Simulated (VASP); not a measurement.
Set up this calculation in VASP 6.6.1, as the native input.

* Task: single point
* Functional: PBE
* Potentials or basis: VASP PAW PBE potentials, release 64 (Ta_pv, As)
* Cutoff: 500 eV
* k mesh: 5 × 5 × 5
* Occupations: gaussian, width 0.2 eV
* Spin: no spin polarisation
* Dipole correction: no
* Further INCAR settings: ALGO = Normal; EDIFF = 1e-06; NBANDS = 24

The structure of TaAs lies in POSCAR:

```
TaAs
1.0
    0.0000000000      3.2703251852      3.2703251852
    3.2703251852      0.0000000000      3.2703251852
    3.2703251852      3.2703251852      0.0000000000
Ta As
2 2
Direct
    0.5000000000      0.5000000000      0.5000000000
    0.7500000000      0.7500000000      0.7500000000
    0.2500000000      0.2500000000      0.2500000000
    0.0000000000      0.0000000000      0.0000000000
```

These files were run (other wordings do the same):

INCAR

```
SYSTEM = TaAs
PREC = Accurate
ENCUT = 500
EDIFF = 1E-6
ISMEAR = 0
SIGMA = 0.2
LREAL = .False.
LASPH = .True.
NELM = 120
ALGO = Normal
ISIF = 2
LWAVE = .False.
LCHARG = .True.
GGA = PE
LELF = .True.
LVHAR = .True.
NBANDS = 24
GGA_COMPAT = .False.
```

KPOINTS

```
regular mesh
0
Gamma
  5 5 5
  0 0 0
```

Potentials or basis: VASP PAW PBE potentials, release 64 (Ta_pv, As).

Launch:

```console
$ cat potpaw_PBE.64/Ta_pv/POTCAR potpaw_PBE.64/As/POTCAR > POTCAR
$ mpirun -np 1 vasp_std > vasp.out
```

It gave:

- Pressure: 0.2 GPa
- Band gap on the k mesh: zero (band 16 reaches 6.75 eV, above the bottom of band 17 at 6.72 eV)

Caveat: spin-orbit coupling is left out, which moves the levels of the heavy elements.

Wall time 23 s on 1 thread of Intel Xeon 6975P-C (shared host), peak memory 0.21 GiB.
